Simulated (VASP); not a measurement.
SnO2: single point with PBEsol

The system is SnO2.

```xyz
24
Lattice="-4.8903 -4.8903 0.0000 4.8903 -4.8903 0.0000 0.0000 0.0000 6.5785" Properties=species:S:1:pos:R:3 pbc="T T T"
Sn   -0.2141   -4.8951    0.2770
Sn    2.3547   -2.4744    1.7937
Sn   -0.3193   -4.7073    3.4178
Sn    2.3247   -2.4154    5.1817
Sn   -0.1350    0.0336    0.2786
Sn   -2.5826   -2.3832    1.9462
Sn   -0.0488    0.0264    3.5783
Sn   -2.6395   -2.2776    5.2427
O     1.5602   -3.4751    0.1861
O     0.7829   -0.9001    1.8767
O    -1.7413   -6.3229    0.2762
O     4.0328   -3.6942    1.9184
O     1.5142   -3.5225    3.4287
O     0.8342   -0.8969    5.2155
O    -1.6810   -6.2380    3.5593
O     3.8548   -3.7673    5.1884
O    -3.5901   -3.3088    0.2890
O     0.6893   -5.8497    2.0498
O    -1.8619   -1.1976    0.2971
O    -1.0657   -3.7081    1.8041
O    -3.4355   -3.2148    3.6217
O     0.6765   -5.8532    5.1943
O    -1.4496   -1.4087    3.5747
O    -1.0149   -3.7077    5.2980
```

```json
{
  "Program": "VASP 6.6.1",
  "Task": "single point",
  "Functional": "PBEsol",
  "Potentials or basis": "VASP PAW PBE potentials, release 64 (Sn_d, O)",
  "Cutoff": "520 eV",
  "k mesh": "3 × 3 × 3",
  "Occupations": "fermi-dirac, width 0.17 eV",
  "Spin": "no spin polarisation"
}
```

| Item | Value |
| --- | --- |
| Pressure | -10.5 GPa |
| Largest force | 3.349 eV/Å |
| Band gap on the k mesh | 0.42 eV (least direct gap 0.43 eV) |

Forces on the atoms (eV/Å):
```
Sn   1.341 -0.085 -1.230
Sn  -0.357  0.006  2.160
Sn   1.493 -0.383  2.973
Sn  -0.087 -0.021 -1.394
Sn  -0.354  1.021 -0.111
Sn  -1.109  1.600 -0.357
Sn  -0.135  1.558 -0.389
Sn   0.501  0.036  0.337
O   -1.253 -0.345  0.452
O    0.499 -0.437  0.172
O    0.676  0.917 -0.535
O   -0.112 -0.876  0.179
O   -0.455  0.828  0.496
O   -0.099  0.037  0.177
O   -0.879 -0.376 -0.378
O    1.102 -1.226 -0.132
O    0.946  0.421  0.015
O   -0.265  0.586 -1.471
O    0.506 -0.595  0.289
O    0.548 -0.837 -0.064
O   -0.290 -1.213 -0.491
O   -0.555  0.943  0.045
O   -1.636 -1.064 -0.084
O   -0.026 -0.495 -0.660
```

Stress tensor (GPa, compression positive):
```
 -9.18   0.10  -0.15
  0.10 -10.27  -0.28
 -0.15  -0.28 -12.15
```

Levels at points of the mesh, in eV from the valence-band top:
| k point | band 101 | band 102 | band 103 | band 104 | band 105 | band 106 | band 107 | band 108 |
| --- | --- | --- | --- | --- | --- | --- | --- | --- |
| (0.00, 0.00, 0.00) | -0.48 | -0.41 | -0.26 | -0.01 | 0.42 | 3.64 | 3.67 | 3.91 |

It took 16 min on 1 thread of Intel(R) Xeon(R) Platinum 8375C CPU @ 2.90GHz (Ice Lake), on a shared host, peak memory 0.56 GiB.

Caveat: the cell stands under tension; the smearing spreads over this small gap; the atoms stand as in a frame of molecular dynamics; semilocal functionals underestimate gaps, and a narrow one can read as zero; the PAW data sets were made with another functional, which shifts forces and pressure a little; spin-orbit coupling is left out, which moves the levels of the heavy elements.
